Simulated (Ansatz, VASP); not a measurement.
Al in VASP and in Ansatz

```
CELL_PARAMETERS angstrom
2.81684 0.00000 0.00000
0.00000 3.98362 0.00000
0.00000 0.00000 27.67580
ATOMIC_POSITIONS crystal
Al 0.50000 0.50000 0.27193
Al 0.00000 0.00000 0.31921
Al 0.50000 0.50000 0.37241
Al 0.00000 0.00000 0.42193
Al 0.50000 0.50000 0.47395
Al 0.00000 0.00000 0.52605
Al 0.50000 0.50000 0.57807
Al 0.00000 0.00000 0.62759
Al 0.50000 0.50000 0.68079
Al 0.00000 0.00000 0.72807
```

Alike in both runs: functional LDA; k mesh 12 × 9 × 1; occupations gaussian, width 0.1 eV; no spin polarisation.

Ansatz relaxed the structure, and its values are those at the end. VASP's run is a single point on that final structure, the one shown.

```csv
,VASP,Ansatz
version,VASP 6.6.1,Ansatz 0.2.0
potentials or method,"VASP PAW LDA potentials, release 64 (Al), cutoff 520 eV","scalar-relativistic, plane waves, PAW"
valence electrons in the cell,30,30
```

|  | VASP | Ansatz | Ansatz less VASP |
| --- | --- | --- | --- |
| gap on the k mesh at the Fermi level (eV) | none | none | - |
| rms of the force components (eV/Å) | 0.004 | 0.004 | 0.0000 |

LDA's correlation is that of Perdew and Zunger in VASP and of Perdew and Wang (1992) in Ansatz. A gap of «none» marks a metal or a gap that the smearing closes. Ansatz's warnings: xc potential rough in thin density.
